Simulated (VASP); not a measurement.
Runs of VASP 6.6.1 on Sn3H. The structure is that of space group Pm-3m (No. 221), or close to it. The cells are those of the table. The cell was built from a structure type or drawn by symmetry, and may not be a known phase.

```tsv
task	cell	k mesh	cutoff (eV)	gap on the mesh (eV)	pressure (GPa)
relaxation of cell and atoms	relaxed from a = 4.627 Å, 4 atoms	10 × 10 × 10	600	none	0.0
single point	a = 4.627 Å, 4 atoms	4 × 4 × 4	520	none	(a)
single point	a = 4.523 Å, 4 atoms	10 × 10 × 10	520	none	-0.1
relaxation of cell and atoms	relaxed from a = 4.523 Å, 4 atoms	10 × 10 × 10	600	none	0.0
```

Alike in all rows: level PBE; potentials or basis VASP PAW PBE potentials, release 64 (Sn_d, H); no spin polarisation; smearing gaussian 0.1 eV.

**Question.** Estimate the missing entries.

**Answer.** (a) -3.0.

Caveats: spin-orbit coupling is left out, which moves the levels of the heavy elements; the relaxation stopped at its first step, so nothing moved (at least some runs).

A k mesh can miss the band edges, and the runs leave out spin-orbit coupling on Sn.

A gap of «none» marks levels without a gap at the run's occupations.
